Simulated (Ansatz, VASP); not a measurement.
**One calculation of Ca, two programs**

```
Ca
1.0
     3.91579    0.00000    0.00000
    -1.95790    3.39118    0.00000
     0.00000    0.00000    6.73556
Ca
2
Direct
  0.33333 0.66667 0.25000
  0.66667 0.33333 0.75000
```

Alike in both runs: task single point; functional r2SCAN; k mesh 18 × 18 × 8; occupations gaussian, width 0.15 eV; no spin polarisation.

```csv
,VASP,Ansatz
version,VASP 6.6.1,Ansatz 0.2.0
potentials or method,"VASP PAW PBE potentials, release 64 (Ca_sv), cutoff 520 eV","scalar-relativistic, plane waves, PAW"
valence electrons in the cell,20,20
```

|  | VASP | Ansatz | Ansatz less VASP |
| --- | --- | --- | --- |
| gap on the k mesh at the Fermi level (eV) | none | none | - |
| pressure (GPa) | -0.5 | -0.5 | -0.03 |
| traceless stress, the component that is largest in VASP (GPa) | -1.06 | -1.06 | +0.003 |

VASP's potentials were made for PBE, not for r2SCAN. A gap of «none» marks a metal or a gap that the smearing closes. With one functional, cell and mesh, what is left measures potentials, basis and numerics.
